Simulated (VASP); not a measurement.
Write the native input for VASP 6.6.1 that does the following.

- Task: single point
- Functional: BLYP
- Dispersion: D4
- Potentials or basis: VASP PAW PBE potentials, release 64 (Ga_d, N_h)
- Cutoff: 1330 eV
- k mesh: 10 × 10 × 10
- Occupations: fermi-dirac, width 0.05 eV
- Spin: no spin polarisation
- Dipole correction: no
- Further INCAR settings: ALGO = Normal; EDIFF = 1e-06; NBANDS = 16

The structure of GaN lies in POSCAR:

```
GaN
1.0
    0.0000000000      2.2684248875      2.2684248875
    2.2684248875      0.0000000000      2.2684248875
    2.2684248875      2.2684248875      0.0000000000
Ga N
1 1
Direct
    0.0000000000      0.0000000000      0.0000000000
    0.2500000000      0.2500000000      0.2500000000
```

One way to write it, as run:

INCAR

```
AGGAC = 1.0
AGGAX = 1.0
ALDAC = 0.0
ALDAX = 1.0
ALGO = Normal
EDIFF = 1E-6
ENCUT = 1330
GGA = B5
GGA_COMPAT = False
ISIF = 2
ISMEAR = -1
IVDW = 13
LASPH = True
LCHARG = False
LREAL = False
LWAVE = False
NBANDS = 16
NELM = 120
PREC = Accurate
SIGMA = 0.05
VDW_A1 = 0.44488865
VDW_A2 = 4.0933009
VDW_S6 = 1.0
VDW_S8 = 2.34076671
```

KPOINTS

```
k-points
0
Gamma
  10 10 10
```

Potentials or basis: VASP PAW PBE potentials, release 64 (Ga_d, N_h).

Command:

```sh
$ cat potpaw_PBE.64/Ga_d/POTCAR potpaw_PBE.64/N_h/POTCAR > POTCAR
$ mpirun -np 1 vasp_std > vasp.out
```

It gave:

- Pressure: -2.9 GPa
- Band gap on the k mesh: 1.68 eV
- Dispersion energy per atom: -0.748 eV

Caveat: the PAW data sets were made with another functional, which shifts forces and pressure a little.

It took 100 s on 1 thread of Intel(R) Xeon(R) Platinum 8559C (Emerald Rapids) (shared host), peak memory 0.28 GiB.
